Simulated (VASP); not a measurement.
# Re (P6_3/mmc) in VASP: notebook

Re is run at these levels: PBE; tasks: single point.

Everything below comes from runs of VASP 6.6.1. Logs are shortened: lines on timing, memory, paths and dates and some standing lists are left out, and cuts for length are marked.

## Step 1: The cell of the first run

The structure is hexagonal, space group P6_3/mmc (No. 194). The conventional cell has a = 2.814 Å, b = 2.814 Å, c = 9.070 Å, α = 90.00°, β = 90.00°, γ = 120.00°. Re (site symmetry -3m) has 12 Re at 2.79 to 2.81 Å within 3.7 Å. Within 3.7 Å of Re (site symmetry -6m2) lie 12 Re at 2.79 to 2.81 Å.

## Step 2: Single point, PBE (15.55 Å³/atom)

Contents of INCAR:

```
SYSTEM = Re
ALGO     = Normal         ! electronic algorithm
EDIFF    = 1E-7           ! SCF threshold, eV
ENCUT    = 520            ! plane-wave cutoff, eV
GGA      = PE             ! functional
ISIF     = 2              ! what is computed and relaxed
ISMEAR   = -1             ! smearing method
LASPH    = .True.         ! aspherical terms in the spheres
LCHARG   = .False.        ! write CHGCAR
LREAL    = .False.        ! projectors in reciprocal space
LWAVE    = .False.        ! write WAVECAR
NBANDS   = 22             ! bands
NELM     = 60             ! most SCF steps
PREC     = Accurate       ! precision mode
SIGMA    = 0.1            ! smearing width, eV
```

Contents of KPOINTS:

```
k-points
0
Gamma
  17 17 5
  0 0 0
```

Contents of POSCAR:

```
Re
1.0
    2.8136932698      0.0000000000      0.0000000000
   -1.4068466349      2.4367298501      0.0000000000
    0.0000000000      0.0000000000      9.0700650165
Re
4
Direct
    0.0000000000      0.0000000000      1.0000000000
    0.0000000000      1.0000000000      0.5000000000
    0.3333333333      0.6666666667      0.2500000000
    0.6666666667      0.3333333333      0.7500000000
```

Potentials or basis: VASP PAW PBE potentials, release 64 (Re).

Run with:

```sh
> cat potpaw_PBE.64/Re/POTCAR > POTCAR
> mpirun -np 1 vasp_std > vasp.out
```

OUTCAR:

```text
SYSTEM = Re
   EDIFF = 1E-7
   ENCUT = 520
   GGA = PE
   ISIF = 2
   ISMEAR = -1
   LASPH = .True.
   LREAL = .False.
   NELM = 60
   PREC = Accurate

 ion  position               nearest neighbor table
   1  0.000  0.000  0.000-   3 2.79   4 2.79   3 2.79   4 2.79   4 2.79   3 2.79
   2  0.000  0.000  0.500-   3 2.79   4 2.79   3 2.79   4 2.79   4 2.79   3 2.79
   3  0.333  0.667  0.250-   1 2.79   2 2.79   1 2.79   2 2.79   1 2.79   2 2.79
   4  0.667  0.333  0.750-   1 2.79   2 2.79   1 2.79   2 2.79   1 2.79   2 2.79

  LATTYP: Found a hexagonal cell.
 ALAT       =     2.8136932698
 C/A-ratio  =     3.2235443408

  Lattice vectors:

 A1 = (   2.8136932698,   0.0000000000,   0.0000000000)
 A2 = (  -1.4068466349,   2.4367298501,   0.0000000000)
 A3 = (   0.0000000000,   0.0000000000,   9.0700650165)

Analysis of symmetry for initial positions (statically):
=====================================================================
 Subroutine PRICEL returns:
 Original cell was already a primitive cell.

 Routine SETGRP: Setting up the symmetry group for a
 hexagonal supercell.

 Subroutine GETGRP returns: Found 24 space group operations
 (whereof 12 operations were pure point group operations)
 out of a pool of 24 trial point group operations.

The static configuration has the point symmetry D_3d.
 The point group associated with its full space group is D_6h.

Analysis of symmetry for dynamics (positions and initial velocities):
=====================================================================
 Subroutine PRICEL returns:
 Original cell was already a primitive cell.

 Routine SETGRP: Setting up the symmetry group for a
 hexagonal supercell.

 Subroutine GETGRP returns: Found 24 space group operations
 (whereof 12 operations were pure point group operations)
 out of a pool of 24 trial point group operations.

The dynamic configuration has the point symmetry D_3d.
 The point group associated with its full space group is D_6h.

 Subroutine INISYM returns: Found 24 space group operations
 (whereof 12 operations are pure point group operations),
 and found     1 'primitive' translations

----------------------------------------------------------------------------------------

                                     Primitive cell

  volume of cell :      62.1863

  direct lattice vectors                    reciprocal lattice vectors
     2.813693270  0.000000000  0.000000000     0.355404767  0.205193038  0.000000000
    -1.406846635  2.436729850  0.000000000     0.000000000  0.410386075  0.000000000
[... 90 lines left out ...]
   LREAL  =      F    real-space projection
   EDIFFG = 0.1E-05   stopping-criterion for IOM
   NSW    =      0    number of steps for IOM
   IBRION =     -1    ionic relax: 0-MD 1-quasi-New 2-CG
   NFREE  =      0    steps in history (QN), initial steepest desc. (CG)
   ISIF   =      2    stress and relaxation
   ISYM   =      2    0-nonsym 1-usesym 2-fastsym
   POTIM  = 0.5000    time-step for ionic-motion
   TEBEG  =    0.0;   TEEND  =   0.0 temperature during run
   PSTRESS=    0.0 pullay stress
   NELECT =      28.0000    total number of electrons
   NUPDOWN=      -1.0000    fix difference up-down
   EMIN   =  10.00;   EMAX   =-10.00  energy-range for DOS
   EFERMI =   0.00;   METHOD = LEGACY
   ISMEAR =    -1;   SIGMA  =   0.10  broadening in eV -4-tet -1-fermi 0-gaus
   EFERMI_NEDOS =   21; number of points for ismear=-14 and -15
   IALGO  =     38    algorithm
   IMIX   =      4    mixing-type and parameters
     AMIX     =   0.40;   BMIX     =  1.00
     AMIX_MAG =   1.60;   BMIX_MAG =  1.00
  volume/ion in A,a.u.               =      15.55       104.91
  Fermi-wavevector in a.u.,A,eV,Ry     =   1.254766  2.371163 21.421518  1.574437
  Thomas-Fermi vector in A             =   2.388555
   LORBIT       =      0    0 simple, 1 ext, 2 COOP (PROOUT), +10 PAW based schemes
   GGA     = PE    functional components
   LHFCALC =     F    Hartree Fock is set to
   AEXX    =    0.0000 exact exchange contribution
   IVDW    =     0    specifies the selected vdW correction
   LEPSILON=     F    determine dielectric tensor
   LRPA    =     F    only Hartree local field effects (RPA)
 non-spin polarized calculation
  energy-cutoff  :      520.00
  volume of cell :       62.19
 maximum number of plane-waves:      1692
 NGX is ok and might be reduce to    24
   NGX = 11   NGY = 11   NGZ = 33

 number of electron      28.0000002 magnetization

 Free energy of the ion-electron system (eV)
  ---------------------------------------------------
  ext. energy  EPLUGINS =         0.00000000
  ---------------------------------------------------
  free energy    TOTEN  =       -49.64179646 eV

  energy without entropy =      -49.53939170  energy(sigma->0) =      -49.59059408

 E-fermi :   7.3200     XC(G=0): -13.4274

 val. band max:        7.3088431032   @ k =   0.4706   0.0588   0.0000
 cond. band min:       7.3203859194   @ k =   0.2941   0.0000   0.0000
 fundamental gap:      0.0115428161
 Fermi energy:         7.3200201873

 k-point     1 :       0.0000    0.0000    0.0000
  band No.  band energies     occupation
      1      -2.2663      2.00000
      2      -0.0383      2.00000
      3       0.0234      2.00000
      4       1.0102      2.00000
      5       4.9446      2.00000
      6       5.0346      2.00000
[... 589 lines left out ...]
     21      10.4665      0.00000
     22      10.6586      0.00000

 [... further k-points ...]

------------------------ aborting loop because EDIFF is reached ----------------------------------------

  FORCE on cell =-STRESS in cart. coord.  units (eV):
  Direction    XX          YY          ZZ          XY          YZ          ZX
  --------------------------------------------------------------------------------------
  -------------------------------------------------------------------------------------
  Total       -5.3078991     -5.3078991     -5.4180561      0.0000000     -0.0000000      0.0000000
  in kB     -136.7535792   -136.7535792   -139.5916843      0.0000000     -0.0000000      0.0000000
  external PRESSURE =    -137.6996142 kB  Pullay stress =       0.0000000 kB

 VOLUME and BASIS-vectors are now :
 -----------------------------------------------------------------------------
  energy-cutoff  :      520.00
  volume of cell :       62.19
      direct lattice vectors                 reciprocal lattice vectors
     2.813693270  0.000000000  0.000000000     0.355404767  0.205193038  0.000000000
    -1.406846635  2.436729850  0.000000000     0.000000000  0.410386075  0.000000000
     0.000000000  0.000000000  9.070065016     0.000000000  0.000000000  0.110252793

 POSITION                                       TOTAL-FORCE (eV/Angst)
 -----------------------------------------------------------------------------------
      0.00000      0.00000      0.00000         0.000000      0.000000     -0.000000
      0.00000      0.00000      4.53503         0.000000      0.000000     -0.000000
     -0.00000      1.62449      2.26752         0.000000     -0.000000     -0.000000
      1.40685      0.81224      6.80255        -0.000000      0.000000      0.000000
 -----------------------------------------------------------------------------------
    total drift:                               -0.000000      0.000000      0.000000

  FREE ENERGIE OF THE ION-ELECTRON SYSTEM (eV)
  ---------------------------------------------------
  free  energy   TOTEN  =       -49.6417964569 eV

  energy  without entropy=      -49.5393917015  energy(sigma->0) =      -49.59059408
```

It took 93 s on 1 thread of Intel Xeon Platinum 8559C (Emerald Rapids), shared host; peak memory 0.26 GiB.

Results:

```
Free energy            : -49.6418 eV
Pressure               : -13.8 GPa
Band gap on the k mesh : zero (bands 14 and 15 overlap by 2.43 eV)
```

Levels at points of the mesh, in eV from the Fermi level:
| k point | band 11 | band 12 | band 13 | band 14 | band 15 | band 16 | band 17 | band 18 |
| --- | --- | --- | --- | --- | --- | --- | --- | --- |
| (0.00, 0.00, 0.00) | -1.49 | -1.14 | -1.14 | -1.04 | -1.04 | 0.43 | 0.58 | 0.58 |

Caveat: the cell stands under tension; spin-orbit coupling is left out, which moves the levels of the heavy elements.

## Step 3: Single point, PBE (16.14 Å³/atom)

This run uses another cell than the first one, of 16.14 Å³/atom.

Contents of INCAR:

```
SYSTEM = Re
PREC = Accurate ; ENCUT = 520
EDIFF = 1E-6 ; ISMEAR = -1
SIGMA = 0.1 ; LREAL = .FALSE.
LASPH = .TRUE. ; NELM = 80
ALGO = Normal ; ISIF = 2
LWAVE = .FALSE. ; LCHARG = .FALSE.
GGA = PE ; NBANDS = 22
```

Contents of KPOINTS:

```
Automatic mesh
0
G
  17 17 5
  0 0 0
```

Contents of POSCAR:

```
Re
1.0
    2.8493134216      0.0000000000      0.0000000000
   -1.4246567108      2.4675778065      0.0000000000
    0.0000000000      0.0000000000      9.1848881555
Re
4
Direct
    0.0000000000      0.0000000000      1.0000000000
    0.0000000000      1.0000000000      0.5000000000
    0.3333333333      0.6666666667      0.2500000000
    0.6666666667      0.3333333333      0.7500000000
```

Potentials or basis: VASP PAW PBE potentials, release 64 (Re).

Run with:

```sh
> cat potpaw_PBE.64/Re/POTCAR > POTCAR
> mpirun -np 1 vasp_std > vasp.out
```

It took 86 s on 1 thread of Intel Xeon Platinum 8559C (Emerald Rapids), shared host; peak memory 0.25 GiB.

Results (log left out):

- Free energy: -49.3565 eV
- Pressure: -24.3 GPa
- Band gap on the k mesh: zero (bands 14 and 15 overlap by 2.30 eV)

Stress tensor (GPa, compression positive):
```
-24.15   0.00   0.00
  0.00 -24.15   0.00
  0.00   0.00 -24.56
```

Levels at points of the mesh, in eV from the Fermi level:
| k point | band 10 | band 11 | band 12 | band 13 | band 14 | band 15 | band 16 | band 17 | band 18 | band 19 |
| --- | --- | --- | --- | --- | --- | --- | --- | --- | --- | --- |
| (0.00, 0.00, 0.00) | -1.67 | -1.41 | -1.08 | -1.08 | -0.98 | -0.98 | 0.39 | 0.55 | 0.55 | 1.31 |

Caveat: the cell stands under tension; spin-orbit coupling is left out, which moves the levels of the heavy elements.

## Step 4: Single point, PBE (16.74 Å³/atom)

This run uses another cell than the first one, of 16.74 Å³/atom.

Contents of INCAR:

```
PREC     = Accurate       # precision mode
ENCUT    = 520            # plane-wave cutoff, eV
EDIFF    = 1E-7           # SCF threshold, eV
ISMEAR   = -1             # smearing method
SIGMA    = 0.1            # smearing width, eV
LREAL    = False          # projectors in reciprocal space
LASPH    = True           # aspherical terms in the spheres
NELM     = 80             # most SCF steps
ALGO     = Normal         # electronic algorithm
ISIF     = 2              # what is computed and relaxed
LWAVE    = False          # write WAVECAR
LCHARG   = False          # write CHGCAR
GGA      = PE             # functional
NBANDS   = 22             # bands
```

Contents of KPOINTS:

```
regular mesh
0
Gamma
  17 17 5
```

Contents of POSCAR:

```
Re
1.0
    2.8840645712      0.0000000000      0.0000000000
   -1.4420322856      2.4976731848      0.0000000000
    0.0000000000      0.0000000000      9.2969100270
Re
4
Direct
    0.0000000000      0.0000000000      1.0000000000
    0.0000000000      1.0000000000      0.5000000000
    0.3333333333      0.6666666667      0.2500000000
    0.6666666667      0.3333333333      0.7500000000
```

Run with:

```sh
> cat potpaw_PBE.64/Re/POTCAR > POTCAR
> mpirun -np 1 vasp_std > vasp.out
```

It took 1.7 min on 1 thread of Intel Xeon Platinum 8559C (Emerald Rapids), shared host; peak memory 0.26 GiB.

It converged, with:

| Item | Value |
| --- | --- |
| Free energy | -48.9302 eV |
| Pressure | -32.7 GPa |
| Band gap on the k mesh | zero (bands 14 and 15 overlap by 2.18 eV) |

Stress tensor (GPa, compression positive):
```
-32.54   0.00   0.00
  0.00 -32.54   0.00
  0.00   0.00 -33.07
```

Levels at points of the mesh, in eV from the Fermi level:
```tsv
k point	band 10	band 11	band 12	band 13	band 14	band 15	band 16	band 17	band 18	band 19
(0.00, 0.00, 0.00)	-1.58	-1.33	-1.02	-1.02	-0.93	-0.93	0.36	0.52	0.52	1.24
```

Caveat: the cell stands under tension; spin-orbit coupling is left out, which moves the levels of the heavy elements.

## Step 5: Summary

| cell | gap on the mesh (eV) | pressure (GPa) |
| --- | --- | --- |
| a = 2.814, b = 2.814, c = 9.070 Å, angles 90.0, 90.0, 120.0°, 4 atoms | none | -13.8 |
| a = 2.849, b = 2.849, c = 9.185 Å, angles 90.0, 90.0, 120.0°, 4 atoms | none | -24.3 |
| a = 2.884, b = 2.884, c = 9.297 Å, angles 90.0, 90.0, 120.0°, 4 atoms | none | -32.7 |

Alike in all rows: task single point; level PBE; potentials or basis VASP PAW PBE potentials, release 64 (Re); no spin polarisation; k mesh 17 × 17 × 5; cutoff (eV) 520; smearing fermi-dirac 0.1 eV.

Caveats: the cell stands under tension; spin-orbit coupling is left out, which moves the levels of the heavy elements.

Absolute energies hang on the potentials; compare differences alone.
